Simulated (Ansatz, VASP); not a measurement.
MgTlSe in VASP and in Ansatz

```
Mg Tl Se
1.0
     3.72263    0.00000    0.00000
     0.00000    3.72263    0.00000
     0.00000    0.00000    6.36412
Mg Tl Se
1 1 1
Direct
  0.00000 0.00000 0.00000
  0.00000 0.00000 0.50000
  0.50000 0.50000 0.00000
```

Alike in both runs: functional PBE; k mesh 6 × 6 × 4; occupations gaussian, width 0.1 eV; no spin polarisation.

Ansatz relaxed the structure, and its values are those at the end. VASP's run is a single point on that final structure, the one shown.

|  | VASP | Ansatz |
| --- | --- | --- |
| version | VASP 6.6.1 | Ansatz 0.2.0 |
| potentials or method | VASP PAW PBE potentials, release 64 (Mg, Tl_d, Se), cutoff 520 eV | scalar-relativistic, plane waves, PAW |
| valence electrons in the cell | 21 | 39 |

```tsv
	VASP	Ansatz	Ansatz less VASP
gap on the k mesh at the Fermi level (eV)	none	none	-
pressure (GPa)	0.0	0.0	+0.07
```

A gap of «none» marks a metal or a gap that the smearing closes. The functional is the same, so the differences come from potentials, cutoffs and numerics. VASP's potentials hold 21 valence electrons a cell and Ansatz's 39, so a difference there can come from the potentials and not from the codes.

Spin-orbit coupling is off throughout.
